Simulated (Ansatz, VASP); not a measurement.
## CsAs3Os2: VASP beside Ansatz

```
CELL_PARAMETERS angstrom
3.75609 0.00000 0.00000
-1.87804 3.25287 0.00000
0.00000 0.00000 21.65561
ATOMIC_POSITIONS crystal
Cs 0.00000 0.00000 0.25000
Cs 0.00000 0.00000 0.75000
As 0.00000 0.00000 0.50000
As 0.00000 0.00000 0.00000
As 0.33333 0.66667 0.36500
As 0.66667 0.33333 0.86500
As 0.66667 0.33333 0.63500
As 0.33333 0.66667 0.13500
Os 0.33333 0.66667 0.92800
Os 0.66667 0.33333 0.42800
Os 0.66667 0.33333 0.07200
Os 0.33333 0.66667 0.57200
```

Alike in both runs: task single point; functional PBE; k mesh 6 × 6 × 1; occupations gaussian, width 0.1 eV; no spin polarisation.

|  | VASP | Ansatz |
| --- | --- | --- |
| version | VASP 6.6.1 | Ansatz 0.2.0 |
| potentials or method | VASP PAW PBE potentials, release 64 (Cs_sv, As, Os), cutoff 520 eV | scalar-relativistic, plane waves, PAW |
| valence electrons in the cell | 80 | 172 |

```csv
,VASP,Ansatz,Ansatz less VASP
gap on the k mesh at the Fermi level (eV),none,none,-
pressure (GPa),-4.2,-4.4,-0.21
"traceless stress, the component that is largest in VASP (GPa)",-1.48,-1.51,-0.029
rms of the force components (eV/Å),0.788,0.783,-0.0059
```

Atom by atom the forces differ by 0.006 eV/Å (rms over components). A gap of «none» marks a metal or a gap that the smearing closes. The functional is the same, so the differences come from potentials, cutoffs and numerics. VASP's potentials hold 80 valence electrons a cell and Ansatz's 172, so a difference there can come from the potentials and not from the codes.

Neither program's run includes spin-orbit coupling.
